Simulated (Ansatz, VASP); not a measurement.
**One calculation of Ag, two programs**

File INCAR:

```
SYSTEM = Ag
PREC = Accurate
ENCUT = 500
EDIFF = 1E-6
ISMEAR = -1
SIGMA = 0.0816
LREAL = .FALSE.
LASPH = .TRUE.
NELM = 120
ALGO = Normal
ISIF = 2
LWAVE = .FALSE.
LCHARG = .FALSE.
NBANDS = 54
GGA_COMPAT = .FALSE.
```

File KPOINTS:

```
Automatic mesh
0
G
  6 6 6
  0 0 0
```

File POSCAR:

```
Ag
1.0
    0.0000000000      4.1468743097      4.1468743097
    4.1468743097      0.0000000000      4.1468743097
    4.1468743097      4.1468743097      0.0000000000
Ag
8
Direct
    0.0000000000      0.0000000000      0.0000000000
    0.0000000000      0.0000000000      0.5000000000
    0.0000000000      0.5000000000      0.0000000000
    0.0000000000      0.5000000000      0.5000000000
    0.5000000000      0.0000000000      0.0000000000
    0.5000000000      0.0000000000      0.5000000000
    0.5000000000      0.5000000000      0.0000000000
    0.5000000000      0.5000000000      0.5000000000
```

Input for Ansatz:

```yaml
crystal:
  lattice:
    - [0.0, 4.1468743097, 4.1468743097]
    - [4.1468743097, 0.0, 4.1468743097]
    - [4.1468743097, 4.1468743097, 0.0]
  atoms:
    - { symbol: Ag, position: [0.0, 0.0, 0.0] }
    - { symbol: Ag, position: [0.0, 0.0, 0.5] }
    - { symbol: Ag, position: [0.0, 0.5, 0.0] }
    - { symbol: Ag, position: [0.0, 0.5, 0.5] }
    - { symbol: Ag, position: [0.5, 0.0, 0.0] }
    - { symbol: Ag, position: [0.5, 0.0, 0.5] }
    - { symbol: Ag, position: [0.5, 0.5, 0.0] }
    - { symbol: Ag, position: [0.5, 0.5, 0.5] }
kpoints:
  mp_grid: { grid: [6, 6, 6] }
scf:
  occupations: { method: fermi_dirac, width: 0.0816 }
hamiltonian:
  xc: lda
  pseudopotentials: { kind: paw }
output:
  forces: true
  stress: true
  eigenvalues: true
  core_levels:
    shells: { Ag: ["3d"] }
    counted_from: fermi_level
    add_spin: always
  write_density: true
  write_potential: true
  elf: true
  volumetric_format: npy
```

Alike in both runs: task single point; functional LDA; k mesh 6 × 6 × 6; occupations fermi-dirac, width 0.0816 eV; no spin polarisation.

|  | VASP | Ansatz |
| --- | --- | --- |
| version | VASP 6.6.1 | Ansatz 0.2.0 |
| potentials or method | VASP PAW LDA potentials, release 64 (Ag) | PAW with Ansatz's default frozen-core files, scalar-relativistic |
| plane-wave cutoff (eV) | 500 | 420 |
| valence electrons in the cell | 88 | 152 |

VASP gave:

```
pressure (GPa) : -10.6
```

Problem. Estimate Ansatz's values.

Solution. Pressure (GPa): -10.8.

LDA's correlation is that of Perdew and Zunger in VASP and of Perdew and Wang (1992) in Ansatz. VASP's potentials hold 88 valence electrons a cell and Ansatz's 152, so a difference there can come from the potentials and not from the codes.
